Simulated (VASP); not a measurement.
**Sb: vibrations by perturbation theory with PBEsol**

The system is Sb.

```
Sb
1.0
    -4.03001    4.03001    2.02549
     4.03001   -4.03001    2.02549
     4.03001    4.03001   -2.02549
Sb
4
Cartesian
  1.2192 5.2492 0.0000
  2.8108 1.2192 0.0000
  2.8108 -1.2192 2.0255
  1.2192 2.8108 2.0255
```

```yaml
Program: VASP 6.6.1
Task: vibrations by perturbation theory
Functional: PBEsol
Potentials_or_basis: VASP PAW PBE potentials, release 64 (Sb)
Cutoff: 520 eV
k_mesh: 6 × 6 × 6
Occupations: fermi-dirac, width 0.05 eV
Spin: no spin polarisation
Dipole_correction: no
Further_INCAR_settings: ALGO = Normal; EDIFF = 1e-08; IBRION = 8; NSW = 1
```

```yaml
Highest_phonon_frequency_at_Γ: 97 cm⁻¹
```

Phonon frequencies in cm⁻¹ (negative: imaginary):
```
              q point                       frequencies
(0.000, 0.000, 0.000)  0 0 0 40 60 60 78 80 86 88 97 97
```

It took 15 min on 1 thread of Intel Xeon 8259CL (shared host), peak memory 0.54 GiB.
